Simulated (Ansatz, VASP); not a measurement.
SnGeTe3 in VASP and in Ansatz

```
CELL_PARAMETERS angstrom
6.43323 0.00000 0.00000
-3.21662 5.57134 0.00000
0.00000 0.00000 5.46500
ATOMIC_POSITIONS crystal
Sn 0.00000 0.00000 0.00000
Ge 0.00000 0.00000 0.50000
Te 0.50000 0.00000 0.00000
Te 0.00000 0.50000 0.00000
Te 0.50000 0.50000 0.00000
```

Alike in both runs: functional PBE; k mesh 6 × 6 × 8; occupations gaussian, width 0.1 eV; no spin polarisation.

Ansatz relaxed the structure, and its values are those at the end. VASP's run is a single point on that final structure, the one shown.

|  | VASP | Ansatz |
| --- | --- | --- |
| version | VASP 6.6.1 | Ansatz 0.2.0 |
| potentials or method | VASP PAW PBE potentials, release 64 (Sn_d, Ge_d, Te), cutoff 520 eV | scalar-relativistic, plane waves, PAW |
| valence electrons in the cell | 46 | 76 |

|  | VASP | Ansatz | Ansatz less VASP |
| --- | --- | --- | --- |
| gap on the k mesh at the Fermi level (eV) | none | none | - |
| pressure (GPa) | 0.0 | 0.0 | +0.04 |

A gap of «none» marks a metal or a gap that the smearing closes. The functional is the same, so the differences come from potentials, cutoffs and numerics. VASP's potentials hold 46 valence electrons a cell and Ansatz's 76, so a difference there can come from the potentials and not from the codes.

Neither program's run includes spin-orbit coupling.
